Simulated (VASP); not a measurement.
# SiNi (P2_12_12_1) in VASP: notebook, part 2 of 2

VASP 6.6.1. Earlier steps stand in the parts before.

### 3 Single point, PBEsol (strain -0.080 along x and y, +0.040 along z)

File INCAR:

```
PREC = Accurate
ENCUT = 520
EDIFF = 1E-6
ISMEAR = 0
SIGMA = 0.15
LREAL = False
LASPH = True
NELM = 100
ALGO = Normal
ISIF = 2
LWAVE = False
LCHARG = False
GGA = PS
NBANDS = 38
```

File KPOINTS:

```
Automatic mesh
0
Gamma
  10 10 10
```

File POSCAR:

```
SiNi
1.0
    4.1105388466      0.0000000000      0.0000000000
    0.0000000000      4.1105388466      0.0000000000
    0.0000000000      0.0000000000      4.6466960875
Si Ni
4 4
Direct
    0.8464645187      0.8464645187      0.8464645187
    0.6535354813      0.1535354813      0.3464645187
    0.3464645187      0.6535354813      0.1535354813
    0.1535354813      0.3464645187      0.6535354813
    0.1489904732      0.1489904732      0.1489904732
    0.3510095268      0.8510095268      0.6489904732
    0.6489904732      0.3510095268      0.8510095268
    0.8510095268      0.6489904732      0.3510095268
```

Potentials or basis: VASP PAW PBE potentials, release 64 (Si, Ni).

On the command line:

```bash
> cat potpaw_PBE.64/Si/POTCAR potpaw_PBE.64/Ni/POTCAR > POTCAR
> mpirun -np 1 vasp_std > vasp.out
```

OUTCAR:

```text
PREC = Accurate
   ENCUT = 520
   EDIFF = 1E-6
   ISMEAR = 0
   LREAL = False
   LASPH = True
   NELM = 100
   ISIF = 2
   GGA = PS

 ion  position               nearest neighbor table
   1  0.846  0.846  0.846-   7 2.19   7 2.23   6 2.23   5 2.25   6 2.27   8 2.44   8 2.48   4 2.57
                             4 2.57   3 2.62   3 2.62   2 2.76   2 2.76
   2  0.654  0.154  0.346-   8 2.19   8 2.23   5 2.23   6 2.25   5 2.27   7 2.44   7 2.48   3 2.57
[... 1211 lines left out ...]
  Total       22.3003716     23.1255771     11.1224814      0.0000000      0.0000000      0.0000000
  in kB      455.0728219    471.9123899    226.9710619      0.0000000      0.0000000      0.0000000
  external PRESSURE =     384.6520912 kB  Pullay stress =       0.0000000 kB

 VOLUME and BASIS-vectors are now :
 -----------------------------------------------------------------------------
  energy-cutoff  :      520.00
  volume of cell :       78.51
      direct lattice vectors                 reciprocal lattice vectors
     4.110538847  0.000000000  0.000000000     0.243277107  0.000000000  0.000000000
     0.000000000  4.110538847  0.000000000     0.000000000  0.243277107  0.000000000
     0.000000000  0.000000000  4.646696087     0.000000000  0.000000000  0.215206672

 POSITION                                       TOTAL-FORCE (eV/Angst)
 -----------------------------------------------------------------------------------
      3.47943      3.47943      3.93326         0.523758     -0.090690      0.113402
      2.68638      0.63111      1.60992        -0.523758      0.090690      0.113402
      1.42416      2.68638      0.71343         0.523758      0.090690     -0.113402
      0.63111      1.42416      3.03678        -0.523758     -0.090690     -0.113402
      0.61243      0.61243      0.69231        -0.431137      0.360062     -0.059082
      1.44284      3.49811      3.01566         0.431137     -0.360062     -0.059082
      2.66770      1.44284      3.95438        -0.431137     -0.360062      0.059082
      3.49811      2.66770      1.63103         0.431137      0.360062      0.059082
 -----------------------------------------------------------------------------------
    total drift:                                0.000000      0.000000     -0.000000

  FREE ENERGIE OF THE ION-ELECTRON SYSTEM (eV)
  ---------------------------------------------------
  free  energy   TOTEN  =       -50.0645891601 eV

  energy  without entropy=      -50.0416617626  energy(sigma->0) =      -50.05312546
```

stdout:

```text
POSCAR found type information on POSCAR SiNi
 POSCAR found :  2 types and       8 ions
 scaLAPACK will be used
 -----------------------------------------------------------------------------
|                                                                             |
|                                                                             |
|     You enforced a specific xc type in the INCAR file but a different       |
|     I HOPE YOU KNOW WHAT YOU ARE DOING!                                     |
|                                                                             |
 -----------------------------------------------------------------------------

 LDA part: xc-table for (Slater+PW92), standard interpolation
 POSCAR, INCAR and KPOINTS ok, starting setup
 FFT: planning ... GRIDC
 FFT: planning ... GRID_SOFT
 FFT: planning ... GRID
 WAVECAR not read
 entering main loop
```

Wall time 17 min (1 thread of Oxide Virtual Turin-like, shared host); peak memory 0.52 GiB.

Results:

```
Free energy            : -50.0646 eV
Pressure               : 38.5 GPa
Largest force          : 0.565 eV/Å
Band gap on the k mesh : zero (band 28 reaches 15.57 eV, above the bottom of band 29 at 14.03 eV)
```

Forces in eV/Å, atoms in the order of the input:
```
Si   0.524 -0.091  0.113
Si  -0.524  0.091  0.113
Si   0.524  0.091 -0.113
Si  -0.524 -0.091 -0.113
Ni  -0.431  0.360 -0.059
Ni   0.431 -0.360 -0.059
Ni  -0.431 -0.360  0.059
Ni   0.431  0.360  0.059
```

Caveat: the cell differs from its parent crystal (strain -0.080 along x and y, +0.040 along z); the PAW data sets were made with another functional, which shifts forces and pressure a little. Spin polarisation is off, so any magnetic state and its effect on volume and gap are missing.

### 4 Single point, PBEsol (strain -0.080 along x and y, +0.080 along z)

File INCAR:

```
SYSTEM = SiNi
ALGO = Normal
EDIFF = 1E-6
ENCUT = 520
GGA = PS
ISIF = 2
ISMEAR = 0
LASPH = .TRUE.
LCHARG = .FALSE.
LREAL = .FALSE.
LWAVE = .FALSE.
NBANDS = 38
NELM = 100
PREC = Accurate
SIGMA = 0.15
```

File KPOINTS:

```
k-points
0
G
  10 10 10
  0 0 0
```

POSCAR, as its differences from that of step 3:

```diff
@@ -4,3 +4,3 @@
     0.0000000000      4.1105388466      0.0000000000
-    0.0000000000      0.0000000000      4.6466960875
+    0.0000000000      0.0000000000      4.8254151678
 Si Ni
```

Potentials or basis: VASP PAW PBE potentials, release 64 (Si, Ni).

On the command line:

```bash
> cat potpaw_PBE.64/Si/POTCAR potpaw_PBE.64/Ni/POTCAR > POTCAR
> mpirun -np 1 vasp_std > vasp.out
```

OUTCAR:

```text
SYSTEM = SiNi
   EDIFF = 1E-6
   ENCUT = 520
   GGA = PS
   ISIF = 2
   ISMEAR = 0
   LASPH = .TRUE.
   LREAL = .FALSE.
   NELM = 100
   PREC = Accurate

 ion  position               nearest neighbor table
   1  0.846  0.846  0.846-   7 2.19   7 2.23   6 2.25   6 2.28   5 2.29   8 2.52   8 2.57   4 2.59
                             4 2.59   3 2.65   3 2.65   2 2.84   2 2.84
   2  0.654  0.154  0.346-   8 2.19   8 2.23   5 2.25   5 2.28   6 2.29   7 2.52   7 2.57   3 2.59
                             3 2.59   4 2.65   4 2.65   1 2.84   1 2.84
   3  0.346  0.654  0.154-   5 2.19   5 2.23   8 2.25   8 2.28   7 2.29   6 2.52   6 2.57   2 2.59
                             2 2.59   1 2.65   1 2.65   4 2.84   4 2.84
   4  0.154  0.346  0.654-   6 2.19   6 2.23   7 2.25   7 2.28   8 2.29   5 2.52   5 2.57   1 2.59
[... 1209 lines left out ...]
  external PRESSURE =     282.2295430 kB  Pullay stress =       0.0000000 kB

 VOLUME and BASIS-vectors are now :
 -----------------------------------------------------------------------------
  energy-cutoff  :      520.00
  volume of cell :       81.53
      direct lattice vectors                 reciprocal lattice vectors
     4.110538847  0.000000000  0.000000000     0.243277107  0.000000000  0.000000000
     0.000000000  4.110538847  0.000000000     0.000000000  0.243277107  0.000000000
     0.000000000  0.000000000  4.825415168     0.000000000  0.000000000  0.207236054

 POSITION                                       TOTAL-FORCE (eV/Angst)
 -----------------------------------------------------------------------------------
      3.47943      3.47943      4.08454         0.640021     -0.034346      0.094283
      2.68638      0.63111      1.67184        -0.640021      0.034346      0.094283
      1.42416      2.68638      0.74087         0.640021      0.034346     -0.094283
      0.63111      1.42416      3.15358        -0.640021     -0.034346     -0.094283
      0.61243      0.61243      0.71894        -0.578919      0.316055     -0.126055
      1.44284      3.49811      3.13165         0.578919     -0.316055     -0.126055
      2.66770      1.44284      4.10647        -0.578919     -0.316055      0.126055
      3.49811      2.66770      1.69377         0.578919      0.316055      0.126055
 -----------------------------------------------------------------------------------
    total drift:                                0.000000      0.000000     -0.000000

  FREE ENERGIE OF THE ION-ELECTRON SYSTEM (eV)
  ---------------------------------------------------
  free  energy   TOTEN  =       -50.3831501803 eV

  energy  without entropy=      -50.3532601882  energy(sigma->0) =      -50.36820518
```

It took 16 min on 1 thread of Oxide Virtual Turin-like, shared host; peak memory 0.53 GiB.

What came out:

* Free energy: -50.3832 eV
* Pressure: 28.2 GPa
* Largest force: 0.672 eV/Å
* Band gap on the k mesh: zero (band 28 reaches 14.78 eV, above the bottom of band 29 at 13.37 eV)

Forces in eV/Å, atoms in the order of the input:
```
Si   0.640 -0.034  0.094
Si  -0.640  0.034  0.094
Si   0.640  0.034 -0.094
Si  -0.640 -0.034 -0.094
Ni  -0.579  0.316 -0.126
Ni   0.579 -0.316 -0.126
Ni  -0.579 -0.316  0.126
Ni   0.579  0.316  0.126
```

Levels at points of the mesh, in eV from the Fermi level:
```
           k point  band 26  band 27  band 28  band 29  band 30  band 31
(0.00, 0.00, 0.00)    -1.88    -1.79     1.13     1.29     1.39     1.43
(0.50, 0.00, 0.00)    -2.26    -0.78    -0.78    -0.23    -0.23     2.73
(0.00, 0.50, 0.00)    -2.38    -1.23    -1.23     0.31     0.31     2.96
(0.50, 0.50, 0.00)    -1.90    -1.45    -1.45     0.00     0.00     0.13
(0.00, 0.00, 0.50)    -2.09    -0.53    -0.53     0.30     0.30     1.64
(0.50, 0.00, 0.50)    -1.70    -0.77    -0.77     0.83     0.83     1.49
(0.00, 0.50, 0.50)    -1.68    -0.90    -0.90     0.90     0.90     1.83
(0.50, 0.50, 0.50)    -2.08    -2.08    -2.08     3.35     3.35     3.35
```

Caveat: the cell differs from its parent crystal (strain -0.080 along x and y, +0.080 along z); the PAW data sets were made with another functional, which shifts forces and pressure a little.

### 5 Overview

| cell | gap on the mesh (eV) | pressure (GPa) | largest force (eV/Å) |
| --- | --- | --- | --- |
| a = 4.825, b = 4.825, c = 4.111 Å, 8 atoms | none | -7.5 | 0.57 |
| a = 4.111, b = 4.111, c = 4.647 Å, 8 atoms | none | 38.5 | 0.56 |
| a = 4.111, b = 4.111, c = 4.825 Å, 8 atoms | none | 28.2 | 0.67 |

Alike in all rows: task single point; level PBEsol; potentials or basis VASP PAW PBE potentials, release 64 (Si, Ni); no spin polarisation; k mesh 10 × 10 × 10; cutoff (eV) 520; smearing gaussian 0.15 eV.

Caveats: the PAW data sets were made with another functional, which shifts forces and pressure a little.

Absolute energies hang on the potentials; compare differences alone.
